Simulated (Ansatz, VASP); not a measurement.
One calculation of Hg, two programs

```
Hg
1.0
     3.47312    0.00000    0.00000
    -1.73656    3.00781    0.00000
     0.00000    0.00000   11.49443
Hg
4
Direct
  0.00000 0.00000 0.00000
  0.33333 0.66667 0.25000
  0.00000 0.00000 0.50000
  0.66667 0.33333 0.75000
```

Alike in both runs: task single point; functional PBEsol; k mesh 12 × 12 × 4; occupations gaussian, width 0.05 eV; no spin polarisation.

|  | VASP | Ansatz |
| --- | --- | --- |
| version | VASP 6.6.1 | Ansatz 0.2.0 |
| potentials or method | VASP PAW PBE potentials, release 64 (Hg), cutoff 520 eV | scalar-relativistic, plane waves, PAW |
| valence electrons in the cell | 48 | 80 |

```csv
,VASP,Ansatz,Ansatz less VASP
gap on the k mesh at the Fermi level (eV),none,none,-
pressure (GPa),-2.7,-2.8,-0.09
"traceless stress, the component that is largest in VASP (GPa)",-0.29,-0.28,+0.010
```

VASP's potentials were made for PBE, not for PBEsol. A gap of «none» marks a metal or a gap that the smearing closes. VASP's potentials hold 48 valence electrons a cell and Ansatz's 80, so a difference there can come from the potentials and not from the codes.

Spin-orbit coupling is off throughout.
